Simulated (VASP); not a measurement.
## Nb: single point with r2SCAN

The system is Nb.

```
CELL_PARAMETERS angstrom
0.00000 2.11500 2.11500
2.11500 0.00000 2.11500
2.11500 2.11500 0.00000
ATOMIC_POSITIONS crystal
Nb 0.00000 0.00000 0.00000
```

* Program: VASP 6.6.1
* Task: single point
* Functional: r2SCAN
* Potentials or basis: VASP PAW PBE potentials, release 64 (Nb_sv)
* Cutoff: 520 eV
* k mesh: 22 × 22 × 22
* Occupations: gaussian, width 0.15 eV
* Spin: no spin polarisation

- Pressure: -2.1 GPa

Levels at points of the mesh, in eV from the Fermi level:
```tsv
k point	band 4	band 5	band 6	band 7	band 8	band 9
(0.00, 0.00, 0.00)	-31.29	-6.59	0.14	0.14	0.14	2.93
(0.50, 0.00, 0.00)	-31.45	-4.03	0.01	0.01	1.22	4.85
(0.50, 0.50, 0.00)	-31.73	-4.19	-3.49	3.58	4.91	5.37
```

Wall time 2.1 min on 1 thread of Intel(R) Xeon(R) 6975P-C (Granite Rapids), on a shared host, peak memory 0.2 GiB.

Caveat: the PAW data sets were made with another functional, which shifts forces and pressure a little.
